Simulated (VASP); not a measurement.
# Li (P6_3/mmc) in VASP: notebook

Li is run at these levels: PBEsol; tasks: single point.

All numbers are computed with VASP 6.6.1; they aren't measurements. Logs are shortened: lines on timing, memory, paths and dates and some standing lists are left out, and cuts for length are marked.

## Step 1: The cell of the first run

Symmetry: P6_3/mmc, No. 194, hexagonal system. Conventional cell: a = 2.689 Å, b = 2.689 Å, c = 4.395 Å, α = 90.00°, β = 90.00°, γ = 120.00°. Li (site symmetry -6m2) has 12 Li at 2.69 Å within 3.5 Å.

## Step 2: Single point, PBEsol (volume scaled by 0.68)

File INCAR:

```
ALGO     = Normal         # electronic algorithm
EDIFF    = 1E-7           # SCF threshold, eV
ENCUT    = 520            # plane-wave cutoff, eV
GGA      = PS             # functional
ISIF     = 2              # what is computed and relaxed
ISMEAR   = -1             # smearing method
LASPH    = T              # aspherical terms in the spheres
LCHARG   = T              # write CHGCAR
LELF     = T              # ELF
LREAL    = F              # projectors in reciprocal space
LVHAR    = T            
LWAVE    = F              # write WAVECAR
NBANDS   = 10             # bands
NELM     = 100            # most SCF steps
PREC     = Accurate       # precision mode
SIGMA    = 0.1            # smearing width, eV
```

File KPOINTS:

```
k-points
0
Gamma
  14 14 8
```

File POSCAR:

```
Li
1.0
    2.6887112712      0.0000000000      0.0000000000
   -1.3443556356      2.3284922643      0.0000000000
    0.0000000000      0.0000000000      4.3954282228
Li
2
Direct
    0.3333333333      0.6666666667      0.2500000000
    0.6666666667      0.3333333333      0.7500000000
```

Potentials or basis: VASP PAW PBE potentials, release 64 (Li_sv).

Launch:

```bash
cat potpaw_PBE.64/Li_sv/POTCAR > POTCAR
mpirun -np 1 vasp_std > vasp.out
```

OUTCAR:

```text
EDIFF = 1E-7
   ENCUT = 520
   GGA = PS
   ISIF = 2
   ISMEAR = -1
   LASPH = T
   LREAL = F
   NELM = 100
   PREC = Accurate

 ion  position               nearest neighbor table
   1  0.333  0.667  0.250-
   2  0.667  0.333  0.750-

  LATTYP: Found a hexagonal cell.
 ALAT       =     2.6887112712
 C/A-ratio  =     1.6347713754

  Lattice vectors:

 A1 = (   2.6887112712,   0.0000000000,   0.0000000000)
 A2 = (  -1.3443556356,   2.3284922643,   0.0000000000)
 A3 = (   0.0000000000,   0.0000000000,   4.3954282228)

Analysis of symmetry for initial positions (statically):
=====================================================================
 Subroutine PRICEL returns:
 Original cell was already a primitive cell.

 Routine SETGRP: Setting up the symmetry group for a
 hexagonal supercell.

 Subroutine GETGRP returns: Found 24 space group operations
 (whereof 12 operations were pure point group operations)
 out of a pool of 24 trial point group operations.

The static configuration has the point symmetry D_3d.
 The point group associated with its full space group is D_6h.

Analysis of symmetry for dynamics (positions and initial velocities):
=====================================================================
 Subroutine PRICEL returns:
 Original cell was already a primitive cell.

 Routine SETGRP: Setting up the symmetry group for a
 hexagonal supercell.

 Subroutine GETGRP returns: Found 24 space group operations
 (whereof 12 operations were pure point group operations)
 out of a pool of 24 trial point group operations.

The dynamic configuration has the point symmetry D_3d.
 The point group associated with its full space group is D_6h.

 Subroutine INISYM returns: Found 24 space group operations
 (whereof 12 operations are pure point group operations),
 and found     1 'primitive' translations

----------------------------------------------------------------------------------------

                                     Primitive cell

  volume of cell :      27.5182

  direct lattice vectors                    reciprocal lattice vectors
     2.688711271  0.000000000  0.000000000     0.371925394  0.214731227  0.000000000
    -1.344355636  2.328492264  0.000000000     0.000000000  0.429462453  0.000000000
     0.000000000  0.000000000  4.395428223     0.000000000  0.000000000  0.227509118

  length of vectors
     2.688711271  2.688711271  4.395428223     0.429462453  0.429462453  0.227509118

  position of ions in fractional coordinates (direct lattice)
     0.333333333  0.666666667  0.250000000
     0.666666667  0.333333333  0.750000000

  ion indices of the primitive-cell ions
   primitive index   ion index
                 1           1
                 2           2

----------------------------------------------------------------------------------------

 KPOINTS: k-points

Automatic generation of k-mesh.
 Grid dimensions read from file:
 generate k-points for:   14   14    8

 Generating k-lattice:

  Cartesian coordinates                     Fractional coordinates (reciprocal lattice)
     0.026566100  0.015337945  0.000000000     0.071428571  0.000000000  0.000000000
     0.000000000  0.030675890  0.000000000     0.000000000  0.071428571  0.000000000
     0.000000000  0.000000000  0.028438640     0.000000000  0.000000000  0.125000000

  Length of vectors
     0.030675890  0.030675890  0.028438640

  Shift w.r.t. Gamma in fractional coordinates (k-lattice)
     0.000000000  0.000000000  0.000000000

 Subroutine IBZKPT returns following result:
 ===========================================

 Found    120 irreducible k-points:

 Following reciprocal coordinates:
            Coordinates               Weight
  0.000000  0.000000  0.000000      1.000000
  0.071429  0.000000  0.000000      6.000000
  0.142857  0.000000  0.000000      6.000000
  0.214286  0.000000  0.000000      6.000000
  0.285714  0.000000  0.000000      6.000000
  0.357143  0.000000  0.000000      6.000000
[... 16 lines left out ...]
  0.285714  0.285714  0.000000      6.000000
  0.357143  0.285714  0.000000      6.000000
 [... further k-points ...]
   k-points           NKPTS =    120   k-points in BZ     NKDIM =    120   number of bands    NBANDS=     10
   number of dos      NEDOS =    301   number of ions     NIONS =      2
   total plane-waves  NPLWV =  14400
   dimension x,y,z NGX =    20 NGY =   20 NGZ =   36
   dimension x,y,z NGXF=    40 NGYF=   40 NGZF=   72
   ions per type =               2
   NGX,Y,Z   is equivalent  to a cutoff of  12.37, 12.37, 13.62 a.u.
   NGXF,Y,Z  is equivalent  to a cutoff of  24.73, 24.73, 27.23 a.u.
 SYSTEM =  unknown system
   PREC   = accura    normal or accurate (medium, high low for compatibility)
   ISTART =      0    job   : 0-new  1-cont  2-samecut
   ICHARG =      2    charge: 1-file 2-atom 10-const
   ISPIN  =      1    spin polarized calculation?
   LNONCOLLINEAR =      F non collinear calculations
   LSORBIT =      F    spin-orbit coupling
   LASPH  =      T    aspherical Exc in radial PAW
   ENCUT  =  520.0 eV  38.22 Ry    6.18 a.u.   5.00  5.00  8.17*2*pi/ulx,y,z
   NELM   =    100;   NELMIN=  2; NELMDL= -5     # of ELM steps
   EDIFF  = 0.1E-06   stopping-criterion for ELM
   LREAL  =      F    real-space projection
   EDIFFG = 0.1E-05   stopping-criterion for IOM
   NSW    =      0    number of steps for IOM
   IBRION =     -1    ionic relax: 0-MD 1-quasi-New 2-CG
   NFREE  =      0    steps in history (QN), initial steepest desc. (CG)
   ISIF   =      2    stress and relaxation
   ISYM   =      2    0-nonsym 1-usesym 2-fastsym
   POTIM  = 0.5000    time-step for ionic-motion
   TEBEG  =    0.0;   TEEND  =   0.0 temperature during run
   PSTRESS=    0.0 pullay stress
   NELECT =       6.0000    total number of electrons
   NUPDOWN=      -1.0000    fix difference up-down
   EMIN   =  10.00;   EMAX   =-10.00  energy-range for DOS
   EFERMI =   0.00;   METHOD = LEGACY
   ISMEAR =    -1;   SIGMA  =   0.10  broadening in eV -4-tet -1-fermi 0-gaus
   EFERMI_NEDOS =   21; number of points for ismear=-14 and -15
   IALGO  =     38    algorithm
   IMIX   =      4    mixing-type and parameters
     AMIX     =   0.40;   BMIX     =  1.00
     AMIX_MAG =   1.60;   BMIX_MAG =  1.00
  volume/ion in A,a.u.               =      13.76        92.85
  Fermi-wavevector in a.u.,A,eV,Ry     =   0.985338  1.862019 13.209771  0.970891
  Thomas-Fermi vector in A             =   2.116638
   LORBIT       =      0    0 simple, 1 ext, 2 COOP (PROOUT), +10 PAW based schemes
   GGA     = PS    functional components
   LHFCALC =     F    Hartree Fock is set to
   AEXX    =    0.0000 exact exchange contribution
   IVDW    =     0    specifies the selected vdW correction
   LEPSILON=     F    determine dielectric tensor
   LRPA    =     F    only Hartree local field effects (RPA)
 non-spin polarized calculation
  energy-cutoff  :      520.00
  volume of cell :       27.52
 maximum number of plane-waves:       764
 NGX is ok and might be reduce to    20
   NGX =  9   NGY =  9   NGZ = 17

 number of electron       5.9999993 magnetization

 Free energy of the ion-electron system (eV)
  ---------------------------------------------------
  ext. energy  EPLUGINS =         0.00000000
  ---------------------------------------------------
  free energy    TOTEN  =        -3.64251528 eV

  energy without entropy =       -3.61505426  energy(sigma->0) =       -3.62878477

 E-fermi :   1.8773     XC(G=0):  -8.0369

 val. band max:        1.8541410571   @ k =   0.4286   0.0714   0.2500
 cond. band min:       1.8947507630   @ k =   0.1429   0.1429   0.2500
 fundamental gap:      0.0406097058
 Fermi energy:         1.8773066438

 k-point     1 :       0.0000    0.0000    0.0000
  band No.  band energies     occupation
      1     -43.4472      2.00000
      2     -43.3659      2.00000
      3      -2.0732      2.00000
      4       1.6667      1.78304
      5       6.3615      0.00000
      6      18.1524      0.00000
      7      18.1524      0.00000
      8      19.9150      0.00000
      9      19.9150      0.00000
     10      20.8055      0.00000

 k-point     2 :       0.0714    0.0000    0.0000
  band No.  band energies     occupation
      1     -43.4437      2.00000
      2     -43.3643      2.00000
      3      -1.9843      2.00000
      4       1.8059      1.34272
      5       6.3583      0.00000
      6      17.0074      0.00000
      7      17.3117      0.00000
      8      19.9672      0.00000
      9      20.4879      0.00000
     10      20.6927      0.00000

 k-point     3 :       0.1429    0.0000    0.0000
  band No.  band energies     occupation
      1     -43.4336      2.00000
      2     -43.3597      2.00000
      3      -1.7171      2.00000
      4       2.2232      0.06102
      5       6.3418      0.00000
      6      14.8231      0.00000
      7      16.0469      0.00000
      8      19.9912      0.00000
      9      20.0866      0.00000
     10      20.5480      0.00000

 k-point     4 :       0.2143    0.0000    0.0000
  band No.  band energies     occupation
      1     -43.4185      2.00000
      2     -43.3534      2.00000
      3      -1.2685      2.00000
      4       2.9176      0.00006
      5       6.2623      0.00000
      6      12.6788      0.00000
      7      14.9131      0.00000
      8      18.0150      0.00000
      9      18.1790      0.00000
     10      20.0864      0.00000

 k-point     5 :       0.2857    0.0000    0.0000
  band No.  band energies     occupation
      1     -43.4010      2.00000
      2     -43.3471      2.00000
      3      -0.6381      2.00000
      4       3.8864      0.00000
      5       5.9650      0.00000
      6      11.0385      0.00000
      7      14.0015      0.00000
      8      15.4591      0.00000
      9      16.0789      0.00000
     10      19.4102      0.00000

 k-point     6 :       0.3571    0.0000    0.0000
  band No.  band energies     occupation
      1     -43.3840      2.00000
      2     -43.3425      2.00000
      3       0.1641      2.00000
      4       5.1226      0.00000
      5       5.2233      0.00000
      6      10.2458      0.00000
      7      12.9597      0.00000
      8      13.3401      0.00000
      9      14.2910      0.00000
     10      18.8575      0.00000
[... 183 lines left out ...]
 k-point    21 :       0.2857    0.2143    0.0000
  band No.  band energies     occupation
      1     -43.3663      2.00000
      2     -43.3403      2.00000
      3       1.3129      1.99295
      4       5.4954      0.00000
      5       6.7553      0.00000
      6       7.1659      0.00000
      7      10.6056      0.00000
      8      12.4724      0.00000
      9      15.1430      0.00000
     10      16.7156      0.00000

 k-point    22 :       0.3571    0.2143    0.0000
  band No.  band energies     occupation
      1     -43.3572      2.00000
      2     -43.3411      2.00000
      3       2.2912      0.03137
      4       4.3682      0.00000
      5       7.0011      0.00000
      6       8.2817      0.00000
      7      10.1435      0.00000
      8      10.5397      0.00000
      9      14.7370      0.00000
     10      16.4053      0.00000

 k-point    23 :       0.2857    0.2857    0.0000
  band No.  band energies     occupation
      1     -43.3557      2.00000
      2     -43.3414      2.00000
      3       2.3320      0.02097
      4       5.4646      0.00000
      5       5.5603      0.00000
      6       8.2050      0.00000
      7      10.1051      0.00000
      8      11.5294      0.00000
      9      13.4196      0.00000
     10      16.7911      0.00000

 k-point    24 :       0.3571    0.2857    0.0000
  band No.  band energies     occupation
      1     -43.3501      2.00000
      2     -43.3437      2.00000
      3       3.1120      0.00001
      4       4.5351      0.00000
      5       5.5009      0.00000
      6       9.4833      0.00000
      7       9.9313      0.00000
      8      10.3599      0.00000
      9      12.9032      0.00000
     10      16.7205      0.00000

 [... further k-points ...]

------------------------ aborting loop because EDIFF is reached ----------------------------------------

  FORCE on cell =-STRESS in cart. coord.  units (eV):
  Direction    XX          YY          ZZ          XY          YZ          ZX
  --------------------------------------------------------------------------------------
  -------------------------------------------------------------------------------------
  Total        1.6765542      1.6765542      1.6908674      0.0000000      0.0000000      0.0000000
  in kB       97.6130822     97.6130822     98.4464300      0.0000000      0.0000000      0.0000000
  external PRESSURE =      97.8908648 kB  Pullay stress =       0.0000000 kB

 VOLUME and BASIS-vectors are now :
 -----------------------------------------------------------------------------
  energy-cutoff  :      520.00
  volume of cell :       27.52
      direct lattice vectors                 reciprocal lattice vectors
     2.688711271  0.000000000  0.000000000     0.371925394  0.214731227  0.000000000
    -1.344355636  2.328492264  0.000000000     0.000000000  0.429462453  0.000000000
     0.000000000  0.000000000  4.395428223     0.000000000  0.000000000  0.227509118

 POSITION                                       TOTAL-FORCE (eV/Angst)
 -----------------------------------------------------------------------------------
     -0.00000      1.55233      1.09886         0.000000     -0.000000      0.000000
      1.34436      0.77616      3.29657        -0.000000      0.000000      0.000000
 -----------------------------------------------------------------------------------
    total drift:                               -0.000000      0.000000      0.000000

  FREE ENERGIE OF THE ION-ELECTRON SYSTEM (eV)
  ---------------------------------------------------
  free  energy   TOTEN  =        -3.6425152820 eV

  energy  without entropy=       -3.6150542649  energy(sigma->0) =       -3.62878477
```

Run time: 11 s. Hardware: 1 thread of Intel Xeon 6975P-C (Granite Rapids), shared host; peak memory 0.14 GiB.

What came out:

```
Free energy            : -3.6425 eV
Band gap on the k mesh : zero (band 3 reaches 4.20 eV, above the bottom of band 4 at -0.85 eV)
```

Levels at points of the mesh, in eV from the Fermi level:
```
           k point  band 1  band 2  band 3  band 4  band 5  band 6  band 7  band 8
(0.00, 0.00, 0.00)  -45.32  -45.24   -3.95   -0.21    4.48   16.28   16.28   18.04
(0.50, 0.00, 0.00)  -45.24  -45.22   -0.20    1.58    5.95    7.33    8.56   10.41
(0.00, 0.00, 0.50)  -45.28  -45.28   -2.73   -2.73   10.47   10.47   17.49   17.49
(0.50, 0.00, 0.50)  -45.23  -45.23    0.72    0.72    5.01    5.01   12.74   12.74
```

Caveat: the cell differs from its parent crystal (volume scaled by 0.68); the cutoff is under 1.25 times the usual one of these potentials, so pressure, stress and relaxed cells hold a basis-set (Pulay) error; the PAW data sets were made with another functional, which shifts forces and pressure a little.

## Step 3: Single point, PBEsol

This run uses another cell than the first one, of 15.78 Å³/atom, 1.147 times its volume.

File INCAR:

```
SYSTEM = Li
PREC = Accurate
ENCUT = 520
EDIFF = 1E-6
ISMEAR = -1
SIGMA = 0.1
LREAL = .FALSE.
LASPH = .TRUE.
NELM = 60
ALGO = Normal
ISIF = 2
LWAVE = .FALSE.
LCHARG = .FALSE.
GGA = PS
NBANDS = 10
```

File KPOINTS:

```
Automatic mesh
0
G
  14 14 8
  0 0 0
```

File POSCAR:

```
Li
1.0
    2.8145311812      0.0000000000      0.0000000000
   -1.4072655906      2.4374555027      0.0000000000
    0.0000000000      0.0000000000      4.6011150102
Li
2
Direct
    0.3333333333      0.6666666667      0.2500000000
    0.6666666667      0.3333333333      0.7500000000
```

Potentials or basis: VASP PAW PBE potentials, release 64 (Li_sv).

Launch:

```bash
cat potpaw_PBE.64/Li_sv/POTCAR > POTCAR
mpirun -np 1 vasp_std > vasp.out
```

Wall time 9.6 s (1 thread of Intel Xeon 6975P-C (Granite Rapids), shared host); peak memory 0.16 GiB.

Results (log left out):

- Free energy: -3.8299 eV
- Band gap on the k mesh: zero (band 3 reaches 3.56 eV, above the bottom of band 4 at -1.26 eV)

Levels at points of the mesh, in eV from the Fermi level:
| k point | band 1 | band 2 | band 3 | band 4 | band 5 | band 6 | band 7 | band 8 |
| --- | --- | --- | --- | --- | --- | --- | --- | --- |
| (0.00, 0.00, 0.00) | -45.50 | -45.45 | -3.83 | -0.13 | 3.87 | 14.83 | 14.83 | 16.46 |
| (0.50, 0.00, 0.00) | -45.45 | -45.44 | -0.15 | 1.38 | 5.48 | 6.76 | 7.67 | 9.45 |
| (0.00, 0.00, 0.50) | -45.48 | -45.48 | -2.63 | -2.63 | 9.51 | 9.51 | 15.94 | 15.94 |
| (0.50, 0.00, 0.50) | -45.44 | -45.44 | 0.72 | 0.72 | 4.43 | 4.43 | 11.63 | 11.63 |

Caveat: the cutoff is under 1.25 times the usual one of these potentials, so pressure, stress and relaxed cells hold a basis-set (Pulay) error; the PAW data sets were made with another functional, which shifts forces and pressure a little.

(Part 1 of 2 ends here.)
